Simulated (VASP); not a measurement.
Set up this calculation in VASP 6.6.1, as the native input.

```yaml
Task: single point
Functional: r2SCAN
Potentials_or_basis: VASP PAW PBE potentials, release 64 (Ti_sv)
Cutoff: 520 eV
k_mesh: 18 × 18 × 10
Occupations: methfessel-paxton, width 0.05 eV
Spin: no spin polarisation
Dipole_correction: no
Further_INCAR_settings: ALGO = Normal; EDIFF = 1e-06; NBANDS = 19
```

Crystal: Ti.

```
Ti
1.0
     2.93509    0.00000    0.00000
    -1.46754    2.54186    0.00000
     0.00000    0.00000    4.63842
Ti
2
Direct
  0.33333 0.66667 0.25000
  0.66667 0.33333 0.75000
```

The input as run:

POSCAR

```
Ti
1.0
    2.9350879604      0.0000000000      0.0000000000
   -1.4675439802      2.5418607360      0.0000000000
    0.0000000000      0.0000000000      4.6384185731
Ti
2
Direct
    0.3333333333      0.6666666667      0.2500000000
    0.6666666667      0.3333333333      0.7500000000
```

INCAR.step1

```
SYSTEM = Ti
ALGO     = Normal         ! electronic algorithm
EDIFF    = 1E-4           ! SCF threshold, eV
ENCUT    = 520            ! plane-wave cutoff, eV
GGA      = PE             ! functional
ISMEAR   = 1              ! smearing method
LASPH    = .True.         ! aspherical terms in the spheres
LCHARG   = .False.        ! write CHGCAR
LREAL    = .False.        ! projectors in reciprocal space
LWAVE    = .True.         ! write WAVECAR
NBANDS   = 19             ! bands
NELM     = 60             ! most SCF steps
PREC     = Accurate       ! precision mode
SIGMA    = 0.05           ! smearing width, eV
```

INCAR.step2

```
SYSTEM = Ti
ALGO     = Normal         ! electronic algorithm
EDIFF    = 1E-6           ! SCF threshold, eV
ENCUT    = 520            ! plane-wave cutoff, eV
ISIF     = 2              ! what is computed and relaxed
ISMEAR   = 1              ! smearing method
ISTART   = 1            
LASPH    = .True.         ! aspherical terms in the spheres
LCHARG   = .False.        ! write CHGCAR
LMIXTAU  = .True.       
LREAL    = .False.        ! projectors in reciprocal space
LWAVE    = .False.        ! write WAVECAR
METAGGA  = R2SCAN         ! meta-GGA
NBANDS   = 19             ! bands
NELM     = 60             ! most SCF steps
PREC     = Accurate       ! precision mode
SIGMA    = 0.05           ! smearing width, eV
```

KPOINTS

```
k-points
0
Gamma
  18 18 10
  0 0 0
```

Potentials or basis: VASP PAW PBE potentials, release 64 (Ti_sv).

Launch:

```bash
$ cat potpaw_PBE.64/Ti_sv/POTCAR > POTCAR
$ cp INCAR.step1 INCAR
$ mpirun -np 1 vasp_std > vasp.out
$ cp INCAR.step2 INCAR
$ mpirun -np 1 vasp_std > vasp.out
```

Results of the run:

| Item | Value |
| --- | --- |
| Pressure | 0.3 GPa |
| Band gap on the k mesh | zero (band 12 reaches 9.31 eV, above the bottom of band 13 at 8.07 eV) |

Caveat: the PAW data sets were made with another functional, which shifts forces and pressure a little.

It took 3.1 min on 1 thread of Intel(R) Xeon(R) 6975P-C (Granite Rapids), with other jobs on the host, peak memory 0.24 GiB.
